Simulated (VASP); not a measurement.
# Hf (Pm-3m) in VASP: further runs

Runs on Hf. Level: r2SCAN. Tasks: single point.

All numbers are computed with VASP 6.6.1; they aren't measurements. Logs are shortened: lines on timing, memory, paths and dates and some standing lists are left out, and cuts for length are marked.

### Step 1. The cell of the first run

The structure is cubic, space group Pm-3m (No. 221). Conventional cell: a = 2.779 Å, b = 2.779 Å, c = 2.779 Å, α = 90.00°, β = 90.00°, γ = 90.00°. Hf (site symmetry m-3m) has 6 Hf at 2.78 Å within 3.7 Å.

This isn't the form of Hf at room conditions, which is hcp.

### Step 2. Single point, r2SCAN (21.46 Å³/atom)

POSCAR

```
Hf
1.0
    2.7790874647      0.0000000000      0.0000000000
    0.0000000000      2.7790874647      0.0000000000
    0.0000000000      0.0000000000      2.7790874647
Hf
1
Direct
    0.0000000000      0.0000000000      0.0000000000
```

INCAR.step1

```
  PREC = Accurate
  ENCUT = 520
  ISMEAR = -1
  SIGMA = 0.1
  LREAL = F
  LASPH = T
  NELM = 60
  NBANDS = 11
  GGA = PE
  ALGO = Normal
  EDIFF = 1E-4
  LWAVE = T
  LCHARG = F
```

INCAR.step2

```
  PREC = Accurate
  ENCUT = 520
  EDIFF = 1E-7
  ISMEAR = -1
  SIGMA = 0.1
  LREAL = F
  LASPH = T
  NELM = 60
  ALGO = Normal
  ISIF = 2
  LWAVE = F
  LCHARG = F
  METAGGA = R2SCAN
  LMIXTAU = T
  NBANDS = 11
  ISTART = 1
```

KPOINTS

```
regular mesh
0
Gamma
  12 12 12
```

Potentials or basis: VASP PAW PBE potentials, release 64 (Hf_pv).

Command:

```bash
> cat potpaw_PBE.64/Hf_pv/POTCAR > POTCAR
> cp INCAR.step1 INCAR
> mpirun -np 1 vasp_std > vasp.out
> cp INCAR.step2 INCAR
> mpirun -np 1 vasp_std > vasp.out
```

OUTCAR:

```text
PREC = Accurate
   ENCUT = 520
   EDIFF = 1E-7
   ISMEAR = -1
   LREAL = F
   LASPH = T
   NELM = 60
   ISIF = 2
   METAGGA = R2SCAN
   ISTART = 1

 ion  position               nearest neighbor table
   1  0.000  0.000  0.000-

  LATTYP: Found a simple cubic cell.
 ALAT       =     2.7790874647

  Lattice vectors:

 A1 = (   2.7790874647,   0.0000000000,   0.0000000000)
 A2 = (   0.0000000000,   2.7790874647,   0.0000000000)
 A3 = (   0.0000000000,   0.0000000000,   2.7790874647)

Analysis of symmetry for initial positions (statically):
=====================================================================
 Subroutine PRICEL returns:
 Original cell was already a primitive cell.

 Routine SETGRP: Setting up the symmetry group for a
 simple cubic supercell.

 Subroutine GETGRP returns: Found 48 space group operations
 (whereof 48 operations were pure point group operations)
 out of a pool of 48 trial point group operations.

The static configuration has the point symmetry O_h .

Analysis of symmetry for dynamics (positions and initial velocities):
=====================================================================
 Subroutine PRICEL returns:
 Original cell was already a primitive cell.

 Routine SETGRP: Setting up the symmetry group for a
 simple cubic supercell.

 Subroutine GETGRP returns: Found 48 space group operations
 (whereof 48 operations were pure point group operations)
 out of a pool of 48 trial point group operations.

The dynamic configuration has the point symmetry O_h .

 Subroutine INISYM returns: Found 48 space group operations
 (whereof 48 operations are pure point group operations),
 and found     1 'primitive' translations

----------------------------------------------------------------------------------------

                                     Primitive cell

  volume of cell :      21.4638

  direct lattice vectors                    reciprocal lattice vectors
     2.779087465  0.000000000  0.000000000     0.359830345  0.000000000  0.000000000
     0.000000000  2.779087465  0.000000000     0.000000000  0.359830345  0.000000000
     0.000000000  0.000000000  2.779087465     0.000000000  0.000000000  0.359830345

  length of vectors
     2.779087465  2.779087465  2.779087465     0.359830345  0.359830345  0.359830345

  position of ions in fractional coordinates (direct lattice)
     0.000000000  0.000000000  0.000000000

  ion indices of the primitive-cell ions
   primitive index   ion index
                 1           1

----------------------------------------------------------------------------------------

 KPOINTS: regular mesh

Automatic generation of k-mesh.
 Grid dimensions read from file:
 generate k-points for:   12   12   12

 Generating k-lattice:

  Cartesian coordinates                     Fractional coordinates (reciprocal lattice)
     0.029985862  0.000000000  0.000000000     0.083333333  0.000000000  0.000000000
     0.000000000  0.029985862  0.000000000     0.000000000  0.083333333  0.000000000
     0.000000000  0.000000000  0.029985862     0.000000000  0.000000000  0.083333333

  Length of vectors
     0.029985862  0.029985862  0.029985862

  Shift w.r.t. Gamma in fractional coordinates (k-lattice)
     0.000000000  0.000000000  0.000000000

 Subroutine IBZKPT returns following result:
 ===========================================

 Found     84 irreducible k-points:

 Following reciprocal coordinates:
            Coordinates               Weight
  0.000000  0.000000  0.000000      1.000000
  0.083333  0.000000  0.000000      6.000000
  0.166667  0.000000  0.000000      6.000000
  0.250000  0.000000  0.000000      6.000000
  0.333333  0.000000  0.000000      6.000000
  0.416667  0.000000  0.000000      6.000000
[... 16 lines left out ...]
  0.333333  0.333333  0.000000     12.000000
  0.416667  0.333333  0.000000     24.000000
 [... further k-points ...]
   k-points           NKPTS =     84   k-points in BZ     NKDIM =     84   number of bands    NBANDS=     11
   number of dos      NEDOS =    301   number of ions     NIONS =      1
   total plane-waves  NPLWV =  13824
   dimension x,y,z NGX =    24 NGY =   24 NGZ =   24
   dimension x,y,z NGXF=    48 NGYF=   48 NGZF=   48
   ions per type =               1
   NGX,Y,Z   is equivalent  to a cutoff of  14.36, 14.36, 14.36 a.u.
   NGXF,Y,Z  is equivalent  to a cutoff of  28.71, 28.71, 28.71 a.u.
 SYSTEM =  unknown system
   PREC   = accura    normal or accurate (medium, high low for compatibility)
   ISTART =      1    job   : 0-new  1-cont  2-samecut
   ICHARG =      0    charge: 1-file 2-atom 10-const
   ISPIN  =      1    spin polarized calculation?
   LNONCOLLINEAR =      F non collinear calculations
   LSORBIT =      F    spin-orbit coupling
   LASPH  =      T    aspherical Exc in radial PAW
   ENCUT  =  520.0 eV  38.22 Ry    6.18 a.u.   5.17  5.17  5.17*2*pi/ulx,y,z
   NELM   =     60;   NELMIN=  2; NELMDL=  0     # of ELM steps
[... 51 lines left out ...]
 cond. band min:       4.6867746812   @ k =   0.5000   0.3333   0.2500
 fundamental gap:      0.0142823418
 Fermi energy:         4.6798897983

 k-point     1 :       0.0000    0.0000    0.0000
  band No.  band energies     occupation
      1     -25.9757      2.00000
      2     -25.9757      2.00000
      3     -25.9757      2.00000
      4      -2.5916      2.00000
      5       2.7687      2.00000
      6       2.7687      2.00000
      7      12.5785      0.00000
      8      12.5785      0.00000
      9      12.5785      0.00000
     10      16.9978      0.00000
     11      19.6990      0.00000

 k-point     2 :       0.0833    0.0000    0.0000
  band No.  band energies     occupation
      1     -26.0839      2.00000
      2     -25.9669      2.00000
      3     -25.9669      2.00000
      4      -2.3700      2.00000
      5       2.8341      2.00000
      6       2.9923      2.00000
      7      12.1109      0.00000
      8      12.1109      0.00000
      9      12.6077      0.00000
     10      16.9977      0.00000
     11      18.5797      0.00000

 k-point     3 :       0.1667    0.0000    0.0000
  band No.  band energies     occupation
      1     -26.3714      2.00000
      2     -25.9427      2.00000
      3     -25.9427      2.00000
      4      -1.7627      2.00000
      5       3.0186      2.00000
      6       3.6084      1.99996
      7      11.0813      0.00000
      8      11.0813      0.00000
      9      12.6887      0.00000
     10      16.7096      0.00000
     11      16.9998      0.00000

 k-point     4 :       0.2500    0.0000    0.0000
  band No.  band energies     occupation
      1     -26.7463      2.00000
      2     -25.9094      2.00000
      3     -25.9094      2.00000
      4      -0.9029      2.00000
      5       3.2867      2.00000
      6       4.3895      1.89611
      7       9.9920      0.00000
      8       9.9920      0.00000
      9      12.8016      0.00000
     10      15.2923      0.00000
     11      16.9984      0.00000

 k-point     5 :       0.3333    0.0000    0.0000
  band No.  band energies     occupation
      1     -27.1031      2.00000
      2     -25.8759      2.00000
      3     -25.8759      2.00000
      4       0.0642      2.00000
      5       3.5765      1.99997
      6       4.8721      0.25527
      7       9.1027      0.00000
      8       9.1027      0.00000
      9      12.9175      0.00000
     10      14.9238      0.00000
     11      16.9982      0.00000
[... 211 lines left out ...]
 k-point    21 :       0.4167    0.2500    0.0000
  band No.  band energies     occupation
      1     -27.2494      2.00000
      2     -26.5782      2.00000
      3     -25.7886      2.00000
      4       2.0471      2.00000
      5       3.3327      2.00000
      6       6.1745      0.00000
      7       8.8858      0.00000
      8       8.9576      0.00000
      9      10.7777      0.00000
     10      15.9801      0.00000
     11      16.9981      0.00000

 k-point    22 :       0.5000    0.2500    0.0000
  band No.  band energies     occupation
      1     -27.3369      2.00000
      2     -26.5662      2.00000
      3     -25.7798      2.00000
      4       2.4749      2.00000
      5       2.9848      2.00000
      6       6.1602      0.00000
      7       8.7724      0.00000
      8       9.2128      0.00000
      9      10.8272      0.00000
     10      16.0994      0.00000
     11      16.9981      0.00000

 k-point    23 :       0.3333    0.3333    0.0000
  band No.  band energies     occupation
      1     -26.9737      2.00000
      2     -26.9349      2.00000
      3     -25.7806      2.00000
      4       1.6977      2.00000
      5       3.4883      1.99999
      6       7.6571      0.00000
      7       8.0294      0.00000
      8       9.5693      0.00000
      9       9.9452      0.00000
     10      16.1120      0.00000
     11      16.9977      0.00000

 k-point    24 :       0.4167    0.3333    0.0000
  band No.  band energies     occupation
      1     -27.1962      2.00000
      2     -26.9169      2.00000
      3     -25.7570      2.00000
      4       1.7184      2.00000
      5       3.5066      1.99998
      6       7.8745      0.00000
      7       9.1525      0.00000
      8       9.1875      0.00000
      9       9.9446      0.00000
     10      15.7501      0.00000
     11      16.9978      0.00000

 [... further k-points ...]
[... 5 lines left out ...]
  --------------------------------------------------------------------------------------
  -------------------------------------------------------------------------------------
  Total        1.5681756      1.5681756      1.5681756      0.0000000     -0.0000000      0.0000000
  in kB      117.0573331    117.0573331    117.0573331      0.0000000     -0.0000000      0.0000000
  external PRESSURE =     117.0573331 kB  Pullay stress =       0.0000000 kB

 VOLUME and BASIS-vectors are now :
 -----------------------------------------------------------------------------
  energy-cutoff  :      520.00
  volume of cell :       21.46
      direct lattice vectors                 reciprocal lattice vectors
     2.779087465  0.000000000  0.000000000     0.359830345  0.000000000  0.000000000
     0.000000000  2.779087465  0.000000000     0.000000000  0.359830345  0.000000000
     0.000000000  0.000000000  2.779087465     0.000000000  0.000000000  0.359830345

 POSITION                                       TOTAL-FORCE (eV/Angst)
 -----------------------------------------------------------------------------------
      0.00000      0.00000      0.00000         0.000000      0.000000      0.000000
 -----------------------------------------------------------------------------------
    total drift:                                0.000000      0.000000      0.000000

  FREE ENERGIE OF THE ION-ELECTRON SYSTEM (eV)
  ---------------------------------------------------
  free  energy   TOTEN  =       -43.8608947625 eV

  energy  without entropy=      -43.8118358772  energy(sigma->0) =      -43.83636532
```

It took 46 s on 1 thread of Intel Xeon Platinum 8259CL at 2.50GHz (Skylake/Cascade Lake), shared host; peak memory 0.16 GiB.

Results:

| Item | Value |
| --- | --- |
| Free energy | -43.8609 eV |
| Pressure | 11.7 GPa |
| Band gap on the k mesh | zero (bands 5 and 6 overlap by 3.06 eV) |

Caveat: the cell stands under pressure; the PAW data sets were made with another functional, which shifts forces and pressure a little; spin-orbit coupling is left out, which moves the levels of the heavy elements.

(Part 1 of 2 ends here.)
